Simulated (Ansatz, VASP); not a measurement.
# Two plane-wave programs on K

```
CELL_PARAMETERS angstrom
0.00000 5.11349 5.11349
5.11349 0.00000 5.11349
5.11349 5.11349 0.00000
ATOMIC_POSITIONS crystal
K 0.12500 0.12500 0.12500
K 0.87500 0.87500 0.87500
```

Alike in both runs: task single point; functional RPBE; k mesh 6 × 6 × 6; occupations fermi-dirac, width 0.1 eV; no spin polarisation.

```csv
,VASP,Ansatz
version,VASP 6.6.1,Ansatz 0.2.0
potentials or method,"VASP PAW PBE potentials, release 64 (K_sv), cutoff 520 eV","plane waves (420 eV) with PAW, scalar-relativistic"
valence electrons in the cell,18,18
```

|  | VASP | Ansatz | Ansatz less VASP |
| --- | --- | --- | --- |
| pressure (GPa) | -0.1 | -0.1 | +0.01 |

VASP's potentials were made for PBE, not for RPBE.
